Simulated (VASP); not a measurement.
# C8F (a cell with a defect) in VASP: single point with PBE+D3(BJ)

Aim: the single point of C8F (a cell with a defect) with PBE+D3(BJ).

Everything below comes from runs of VASP 6.6.1. Logs are shortened: lines on timing, memory, paths and dates and some standing lists are left out, and cuts for length are marked.

## Step 1: The cell of the first run

The cell holds a defect, 9 atoms: a = 4.413 Å, b = 4.413 Å, c = 4.417 Å, α = 67.88°, β = 67.88°, γ = 67.92°.

## Step 2: Single point, PBE+D3(BJ), collinear spin (with an interstitial atom, then relaxed in part)

File INCAR:

```
PREC = Accurate ; ENCUT = 520
EDIFF = 1E-6 ; ISMEAR = 0
SIGMA = 0.01 ; LREAL = F
LASPH = T ; NELM = 150
ALGO = Normal ; ISIF = 2
LWAVE = F ; LCHARG = F
ISPIN = 2 ; MAGMOM = 0.125 0.125 0.125 0 0.125 0.125 0.125 0.125 0.125
LORBIT = 11 ; GGA = PE
IVDW = 12 ; NBANDS = 34
```

File KPOINTS:

```
Automatic mesh
0
Gamma
  4 4 4
  0.5 0.5 0.5
```

File POSCAR:

```
C8F
1.0
    1.4016068366      2.4649234226     -3.3810743151
    1.4016068366     -2.4649234226     -3.3810743151
   -2.8677434801      0.0000000000     -3.3594911937
C F
8 1
Direct
    0.9116807322      0.4169324693      0.6598150184
    0.4292698438      0.9144058709      0.6655776265
    0.9181582028      0.9150874586      0.1783727281
    0.4111122799      0.4076836866      0.1592906016
    0.0790429811      0.5749676549      0.3278384765
    0.5831675560      0.0784480353      0.3314416681
    0.0728171159      0.0658096940      0.8213592147
    0.5790251985      0.5744726555      0.8267831897
    0.9428094231      0.8959424747      0.6961881429
```

Potentials or basis: VASP PAW PBE potentials, release 64 (C, F).

Command:

```sh
$ cat potpaw_PBE.64/C/POTCAR potpaw_PBE.64/F/POTCAR > POTCAR
$ mpirun -np 1 vasp_std > vasp.out
```

OUTCAR:

```text
PREC = Accurate
   ENCUT = 520
   EDIFF = 1E-6
   ISMEAR = 0
   LREAL = F
   LASPH = T
   NELM = 150
   ISIF = 2
   ISPIN = 2
   LORBIT = 11
   GGA = PE
   IVDW = 12
 IVDW          = 12

 ion  position               nearest neighbor table
   1  0.912  0.417  0.660-   5 1.41   8 1.41   7 1.46
   2  0.429  0.914  0.666-   6 1.40   8 1.41   7 1.46
   3  0.918  0.915  0.178-   6 1.41   5 1.41   7 1.46
   4  0.411  0.408  0.159-   8 1.42   5 1.42   6 1.43
   5  0.079  0.575  0.328-   1 1.41   3 1.41   4 1.42
   6  0.583  0.078  0.331-   2 1.40   3 1.41   4 1.43
   7  0.073  0.066  0.821-   9 1.44   2 1.46   3 1.46   1 1.46
   8  0.579  0.574  0.827-   1 1.41   2 1.41   4 1.42
   9  0.943  0.896  0.696-   7 1.44

  LATTYP: Found a base centered monoclinic cell.
 ALAT       =     7.3201544379
 B/A-ratio  =     0.6734621362
 C/A-ratio  =     0.6034063547
 COS(beta)  =    -0.4539737580

  Lattice vectors:

 A1 = (  -1.4016068366,  -2.4649234226,   3.3810743151)
 A2 = (  -1.4016068366,   2.4649234226,   3.3810743151)
 A3 = (  -2.8677434801,   0.0000000000,  -3.3594911937)

Analysis of symmetry for initial positions (statically):
=====================================================================
 Subroutine PRICEL returns:
 Original cell was already a primitive cell.

 Routine SETGRP: Setting up the symmetry group for a
 base centered monoclinic supercell.

 Subroutine GETGRP returns: Found  1 space group operations
 (whereof  1 operations were pure point group operations)
 out of a pool of  4 trial point group operations.

The static configuration has the point symmetry C_1 .

Analysis of symmetry for dynamics (positions and initial velocities):
=====================================================================
 Subroutine PRICEL returns:
 Original cell was already a primitive cell.

 Routine SETGRP: Setting up the symmetry group for a
 base centered monoclinic supercell.

 Subroutine GETGRP returns: Found  1 space group operations
 (whereof  1 operations were pure point group operations)
 out of a pool of  4 trial point group operations.

The dynamic configuration has the point symmetry C_1 .

Analysis of structural, dynamic, and magnetic symmetry:
=====================================================================
 Subroutine PRICEL returns:
 Original cell was already a primitive cell.

 Routine SETGRP: Setting up the symmetry group for a
 base centered monoclinic supercell.

 Subroutine GETGRP returns: Found  1 space group operations
 (whereof  1 operations were pure point group operations)
 out of a pool of  4 trial point group operations.

The overall configuration has the point symmetry C_1 .

 Subroutine INISYM returns: Found  1 space group operations
 (whereof  1 operations are pure point group operations),
 and found     1 'primitive' translations

----------------------------------------------------------------------------------------

                                     Primitive cell

  volume of cell :      71.0132

  direct lattice vectors                    reciprocal lattice vectors
     1.401606837  2.464923423 -3.381074315     0.116610618  0.202846058 -0.099541663
     1.401606837 -2.464923423 -3.381074315     0.116610618 -0.202846058 -0.099541663
    -2.867743480  0.000000000 -3.359491194    -0.234719571  0.000000000 -0.097301782

  length of vectors
     4.412710361  4.412710361  4.417027705     0.254269743  0.254269743  0.254088398

  position of ions in fractional coordinates (direct lattice)
     0.911680732  0.416932469  0.659815018
     0.429269844  0.914405871  0.665577627
     0.918158203  0.915087459  0.178372728
     0.411112280  0.407683687  0.159290602
     0.079042981  0.574967655  0.327838476
     0.583167556  0.078448035  0.331441668
     0.072817116  0.065809694  0.821359215
     0.579025198  0.574472656  0.826783190
     0.942809423  0.895942475  0.696188143

[... 67 lines left out ...]
   total plane-waves  NPLWV =  46656
   dimension x,y,z NGX =    36 NGY =   36 NGZ =   36
   dimension x,y,z NGXF=    72 NGYF=   72 NGZF=   72
   ions per type =               8   1
   NGX,Y,Z   is equivalent  to a cutoff of  13.56, 13.56, 13.55 a.u.
   NGXF,Y,Z  is equivalent  to a cutoff of  27.13, 27.13, 27.10 a.u.
 SYSTEM =  unknown system
   PREC   = accura    normal or accurate (medium, high low for compatibility)
   ISTART =      0    job   : 0-new  1-cont  2-samecut
   ICHARG =      2    charge: 1-file 2-atom 10-const
   ISPIN  =      2    spin polarized calculation?
   LNONCOLLINEAR =      F non collinear calculations
   LSORBIT =      F    spin-orbit coupling
   LASPH  =      T    aspherical Exc in radial PAW
   ENCUT  =  520.0 eV  38.22 Ry    6.18 a.u.   8.20  8.20  8.21*2*pi/ulx,y,z
   NELM   =    150;   NELMIN=  2; NELMDL= -5     # of ELM steps
   EDIFF  = 0.1E-05   stopping-criterion for ELM
   LREAL  =      F    real-space projection
   EDIFFG = 0.1E-04   stopping-criterion for IOM
   NSW    =      0    number of steps for IOM
   IBRION =     -1    ionic relax: 0-MD 1-quasi-New 2-CG
   NFREE  =      0    steps in history (QN), initial steepest desc. (CG)
   ISIF   =      2    stress and relaxation
   ISYM   =      2    0-nonsym 1-usesym 2-fastsym
   POTIM  = 0.5000    time-step for ionic-motion
   TEBEG  =    0.0;   TEEND  =   0.0 temperature during run
   PSTRESS=    0.0 pullay stress
   NELECT =      39.0000    total number of electrons
   NUPDOWN=      -1.0000    fix difference up-down
   EMIN   =  10.00;   EMAX   =-10.00  energy-range for DOS
   EFERMI =   0.00;   METHOD = LEGACY
   ISMEAR =     0;   SIGMA  =   0.01  broadening in eV -4-tet -1-fermi 0-gaus
   EFERMI_NEDOS =   21; number of points for ismear=-14 and -15
   IALGO  =     38    algorithm
   IMIX   =      4    mixing-type and parameters
     AMIX     =   0.40;   BMIX     =  1.00
     AMIX_MAG =   1.60;   BMIX_MAG =  1.00
  volume/ion in A,a.u.               =       7.89        53.25
  Fermi-wavevector in a.u.,A,eV,Ry     =   1.340654  2.533469 24.454479  1.797354
  Thomas-Fermi vector in A             =   2.468950
   LORBIT       =     11    0 simple, 1 ext, 2 COOP (PROOUT), +10 PAW based schemes
   GGA     = PE    functional components
   LHFCALC =     F    Hartree Fock is set to
   AEXX    =    0.0000 exact exchange contribution
   IVDW    =    12    specifies the selected vdW correction
   LEPSILON=     F    determine dielectric tensor
   LRPA    =     F    only Hartree local field effects (RPA)
 spin polarized calculation
 Gauss-broadening in eV      SIGMA  =   0.01
  energy-cutoff  :      520.00
  volume of cell :       71.01
 maximum number of plane-waves:      1923
 NGX is ok and might be reduce to    36
   NGX = 17   NGY = 17   NGZ = 17

 number of electron      39.0000001 magnetization       0.1250467

 Free energy of the ion-electron system (eV)
  ---------------------------------------------------
  ext. energy  EPLUGINS =         0.00000000
  ---------------------------------------------------
  free energy    TOTEN  =       -73.71197619 eV

  energy without entropy =      -73.71184307  energy(sigma->0) =      -73.71190963

 E-fermi :   5.5368     XC(G=0): -10.9557

 val. band max:        5.5294948583   @ k =  -0.1250  -0.3750  -0.3750
 cond. band min:       5.5458658706   @ k =   0.3750   0.1250   0.3750
 fundamental gap:      0.0163710123
 Fermi energy:         5.5368309431

 spin component 1

 k-point     1 :       0.1250    0.1250    0.1250
  band No.  band energies     occupation
      1     -20.7111      1.00000
      2     -13.6957      1.00000
      3      -9.0725      1.00000
      4      -8.9393      1.00000
      5      -8.9044      1.00000
      6      -8.1469      1.00000
[... 805 lines left out ...]
     30      17.0026      0.00000
     31      17.3527      0.00000

 [... further k-points ...]

 spin component 2

 k-point     1 :       0.1250    0.1250    0.1250
  band No.  band energies     occupation
      1     -20.6782      1.00000
      2     -13.6768      1.00000
      3      -9.0564      1.00000
      4      -8.9113      1.00000
      5      -8.8919      1.00000
      6      -8.1236      1.00000
[... 805 lines left out ...]
     30      17.0422      0.00000
     31      17.3744      0.00000

 [... further k-points ...]

 [bands above 31 left out]

------------------------ aborting loop because EDIFF is reached ----------------------------------------

 Edisp (eV)   -1.33550

 E8    (eV) :    -0.3731

  FORCE on cell =-STRESS in cart. coord.  units (eV):
  Direction    XX          YY          ZZ          XY          YZ          ZX
  --------------------------------------------------------------------------------------
  -------------------------------------------------------------------------------------
  Total       5.76089     5.52814    16.02627     0.17289    -0.37389     0.30212
  in kB     129.97539   124.72427   361.57985     3.90067    -8.43554     6.81638
  external pressure =      205.43 kB  Pullay stress =        0.00 kB

 VOLUME and BASIS-vectors are now :
 -----------------------------------------------------------------------------
  energy-cutoff  :      520.00
  volume of cell :       71.01
      direct lattice vectors                 reciprocal lattice vectors
     1.401606837  2.464923423 -3.381074315     0.116610618  0.202846058 -0.099541663
     1.401606837 -2.464923423 -3.381074315     0.116610618 -0.202846058 -0.099541663
    -2.867743480  0.000000000 -3.359491194    -0.234719571  0.000000000 -0.097301782

 POSITION                                       TOTAL-FORCE (eV/Angst)
 -----------------------------------------------------------------------------------
     -0.02999      1.21952     -6.70878        -0.027005      0.041330     -0.025768
     -0.02540     -1.19582     -6.77907        -0.034287      0.024015      0.016156
      2.05796      0.00757     -6.79758        -0.014134      0.040107      0.010510
      0.69083      0.00845     -3.30355        -0.006652      0.009818     -0.026188
     -0.02349     -1.22242     -3.31263         0.045419     -0.008265     -0.008720
     -0.02316      1.24409     -3.35045         0.035783     -0.043856      0.011641
     -2.16115      0.01727     -3.22806         0.023173     -0.041748     -0.277136
     -0.75425      0.01122     -6.67763        -0.017991     -0.032856     -0.008170
      0.58072      0.11552     -8.55579        -0.004306      0.011455      0.307675
 -----------------------------------------------------------------------------------
    total drift:                                0.000398      0.000067     -0.000560

  FREE ENERGIE OF THE ION-ELECTRON SYSTEM (eV)
  ---------------------------------------------------
  free  energy   TOTEN  =       -75.0474783945 eV

  energy  without entropy=      -75.0473452662  energy(sigma->0) =      -75.04741183

 total charge

# of ion       s       p       d       tot
------------------------------------------
    1        0.873   1.790   0.000   2.663
    2        0.874   1.790   0.000   2.663
    3        0.874   1.789   0.000   2.663
    4        0.860   1.789   0.000   2.648
    5        0.867   1.807   0.000   2.674
    6        0.867   1.812   0.000   2.679
    7        0.852   1.735   0.000   2.587
    8        0.867   1.807   0.000   2.673
    9        1.778   4.374   0.000   6.152
--------------------------------------------------
tot          8.710  18.692   0.000  27.403

 magnetization (x)

# of ion       s       p       d       tot
------------------------------------------
    1        0.000   0.005   0.000   0.005
    2        0.001   0.023   0.000   0.025
    3        0.002   0.025   0.000   0.027
    4        0.001   0.017   0.000   0.018
    5       -0.001  -0.004   0.000  -0.004
    6       -0.001  -0.004   0.000  -0.005
    7       -0.000  -0.001   0.000  -0.001
    8       -0.000  -0.004   0.000  -0.004
    9        0.000   0.017   0.000   0.018
--------------------------------------------------
tot          0.003   0.075   0.000   0.078
```

Run time: 94 s. Hardware: 1 thread of Intel Xeon Platinum 8559C (Emerald Rapids), shared host; peak memory 0.3 GiB.

Results:

| Quantity | Value |
| --- | --- |
| Free energy | -75.0475 eV |
| Pressure | 20.5 GPa |
| Largest force | 0.308 eV/Å |
| Net moment | 0.13 μB per cell |
| Site moments | C +0.01, +0.03, +0.02, -0.00, -0.01 (each value once); F +0.02 μB |
| Valence electrons inside the program's atomic spheres | C 2.66, 2.65, 2.67, 2.68, 2.59 (each value once); F 6.15 |
| Dispersion energy per atom | -0.148 eV |

Forces in eV/Å, atoms in the order of the input:
```
C   -0.027  0.041 -0.026
C   -0.034  0.024  0.016
C   -0.014  0.040  0.011
C   -0.007  0.010 -0.026
C    0.045 -0.008 -0.009
C    0.036 -0.044  0.012
C    0.023 -0.042 -0.277
C   -0.018 -0.033 -0.008
F   -0.004  0.011  0.308
```

Caveat: the k points lie up to 0.40 Å⁻¹ apart; the cell differs from its parent crystal (with an interstitial atom, then relaxed in part).
